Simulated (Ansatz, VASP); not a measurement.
**One calculation of TiGa3, two programs**

```
CELL_PARAMETERS angstrom
-1.93166 1.93166 4.45265
1.93166 -1.93166 4.45265
1.93166 1.93166 -4.45265
ATOMIC_POSITIONS crystal
Ti 0.00000 0.00000 0.00000
Ga 0.50000 0.50000 0.00000
Ga 0.75000 0.25000 0.50000
Ga 0.25000 0.75000 0.50000
```

Change from the starting cell: volume scaled by 1.06.

Alike in both runs: task single point; functional PBEsol; k mesh 14 × 14 × 14; occupations fermi-dirac, width 0.05 eV; no spin polarisation.

|  | VASP | Ansatz |
| --- | --- | --- |
| version | VASP 6.6.1 | Ansatz 0.2.0 |
| potentials or method | VASP PAW PBE potentials, release 64 (Ti_sv, Ga_d), cutoff 520 eV | all-electron LAPW, scalar-relativistic |

Ansatz gave:

- pressure (GPa): -8.1
- traceless stress, the component that is largest in VASP (GPa): 1.04

Estimate VASP's values.

pressure (GPa): -8.1; traceless stress, the component that is largest in VASP (GPa): 1.03.

VASP's potentials were made for PBE, not for PBEsol. Ansatz ran all-electron here, and VASP with PAW potentials.
